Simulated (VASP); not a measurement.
AlN: single point with PBEsol

AlN:

```
Al N
1.0
    -3.11369    0.00000    0.00000
     0.00000    5.39307    0.00000
     1.55685   -2.69654   -4.98342
Al N
4 4
Cartesian
  -1.5568 -0.8711 -4.9724
  0.0000 1.7699 -4.9794
  0.0000 3.5931 -2.4704
  -1.5568 0.9011 -2.4980
  -1.5568 -0.9057 -3.2088
  0.0000 1.8045 -2.9359
  0.0000 3.3329 -0.5806
  -1.5568 1.1613 -0.5806
```

This cell differs from its parent crystal: atoms displaced along a vibrational mode.

| Property | Result |
| --- | --- |
| Program | VASP 6.6.1 |
| Task | single point |
| Functional | PBEsol |
| Potentials or basis | VASP PAW PBE potentials, release 64 (Al, N) |
| Cutoff | 600 eV |
| k mesh | 8 × 8 × 8 |
| Occupations | gaussian, width 0.05 eV |
| Spin | no spin polarisation |
| Dipole correction | no |
| Further INCAR settings | ALGO = Normal; EDIFF = 1e-06; NBANDS = 26 |

| Property | Result |
| --- | --- |
| Pressure | 8.2 GPa |
| Largest force | 10.482 eV/Å |
| Band gap on the k mesh | 3.49 eV |

Forces on the atoms (eV/Å):
```
Al   0.000 -4.822  0.853
Al   0.000  0.010  0.431
Al   0.000  0.165 -0.586
Al   0.000 -0.104  0.720
N    0.000  0.034  4.413
N    0.000 -0.310 -3.001
N    0.000 10.306 -1.916
N    0.000 -5.276 -0.916
```

Stress tensor (GPa, compression positive):
```
 5.77  0.00  0.00
 0.00 12.35 -5.55
 0.00 -5.55  6.43
```

Levels at points of the mesh, in eV from the valence-band top:
```
           k point  band 13  band 14  band 15  band 16  band 17  band 18  band 19  band 20
(0.00, 0.00, 0.00)    -0.80    -0.42    -0.19     0.00     3.49     4.73     5.18     5.96
(0.50, 0.00, 0.00)    -2.00    -1.80    -1.08    -0.61     5.22     5.63     5.91     6.84
(0.00, 0.50, 0.00)    -0.96    -0.71    -0.52    -0.35     5.02     5.75     5.97     7.23
(0.00, 0.50, 0.50)    -1.14    -0.82    -0.46    -0.22     5.14     5.43     6.20     7.22
(0.50, 0.50, 0.00)    -1.30    -1.29    -1.22    -0.50     4.16     4.73     5.15     5.53
(0.00, 0.00, 0.50)    -0.65    -0.62    -0.43    -0.43     4.65     5.16     5.67     6.49
```

It took 4.1 min on 1 thread of Intel(R) Xeon(R) Platinum 8488C (Sapphire Rapids), on a shared host, peak memory 0.44 GiB.

Caveat: the cell differs from its parent crystal (atoms displaced along a vibrational mode); the cell stands under pressure; the PAW data sets were made with another functional, which shifts forces and pressure a little. A k mesh can miss the band edges.
